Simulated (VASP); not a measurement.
Input of a VASP 6.6.1 run:

File INCAR:

```
SYSTEM = CuO
ALGO = Normal
EDIFF = 1E-7
ENCUT = 520
GGA = PS
ISIF = 2
ISMEAR = -1
LASPH = .TRUE.
LCHARG = .FALSE.
LREAL = .FALSE.
LWAVE = .FALSE.
NBANDS = 16
NELM = 60
PREC = Accurate
SIGMA = 0.05
```

The input KPOINTS:

```
k-points
0
G
  10 10 10
  0 0 0
```

File POSCAR:

```
CuO
1.0
    0.0000000000      2.3272527300      2.3272527300
    2.3272527300      0.0000000000      2.3272527300
    2.3272527300      2.3272527300      0.0000000000
Cu O
1 1
Direct
    0.0000000000      0.0000000000      0.0000000000
    0.2500000000      0.2500000000      0.2500000000
```

Potentials or basis: VASP PAW PBE potentials, release 64 (Cu, O).

Launch:

```bash
$ cat potpaw_PBE.64/Cu/POTCAR potpaw_PBE.64/O/POTCAR > POTCAR
$ mpirun -np 1 vasp_std > vasp.out
```

Problem. What does it give for the pressure?

Solution. -15.1 GPa.

Caveat: the PAW data sets were made with another functional, which shifts forces and pressure a little; an odd number of electrons without spin polarisation forces a metal; a magnetic or distorted state may lie lower.
